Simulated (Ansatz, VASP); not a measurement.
Two plane-wave programs on Cr

INCAR

```
SYSTEM = Cr
  ALGO = Normal
  EDIFF = 1E-7
  ENCUT = 520
  GGA = PE
  ISIF = 2
  ISMEAR = -1
  LASPH = .True.
  LCHARG = .True.
  LELF = .True.
  LREAL = .False.
  LVHAR = .True.
  LWAVE = .False.
  NBANDS = 12
  NELM = 80
  PREC = Accurate
  SIGMA = 0.1
```

KPOINTS

```
k-points
0
Gamma
  17 17 17
  0 0 0
```

The input POSCAR:

```
Cr
1.0
    0.0000000000      1.8820101779      1.8820101779
    1.8820101779      0.0000000000      1.8820101779
    1.8820101779      1.8820101779      0.0000000000
Cr
1
Direct
    0.0000000000      0.0000000000      0.0000000000
```

Input for Ansatz:

```yaml
crystal:
  lattice:
    - [0.0, 1.8820101779, 1.8820101779]
    - [1.8820101779, 0.0, 1.8820101779]
    - [1.8820101779, 1.8820101779, 0.0]
  atoms:
    - { symbol: Cr, position: [0.0, 0.0, 0.0] }
hamiltonian:
  xc: pbe
  pseudopotentials:
    kind: paw
    azcp:
      Cr: "pseudopotentials/Cr.paw.azcp"
basis:
  ecutwfc: 420
  fft_grid_basis: typed
kpoints:
  mp_grid: { grid: [17, 17, 17], shift: [0, 0, 0] }
magnetization:
  spin_polarized: false
scf:
  occupations: { method: fermi_dirac, width: 0.1 }
  lower_state_search: "off"
output:
  stress: true
```

Alike in both runs: task single point; functional PBE; k mesh 17 × 17 × 17; occupations fermi-dirac, width 0.1 eV; no spin polarisation.

|  | VASP | Ansatz |
| --- | --- | --- |
| version | VASP 6.6.1 | Ansatz 0.2.0 |
| potentials or method | VASP PAW PBE potentials, release 64 (Cr_pv), cutoff 520 eV | plane waves (420 eV) with PAW, scalar-relativistic |
| valence electrons in the cell | 12 | 14 |

|  | VASP | Ansatz | Ansatz less VASP |
| --- | --- | --- | --- |
| pressure (GPa) | -21.4 | -21.1 | +0.24 |

VASP's potentials hold 12 valence electrons a cell and Ansatz's 14, so a difference there can come from the potentials and not from the codes.
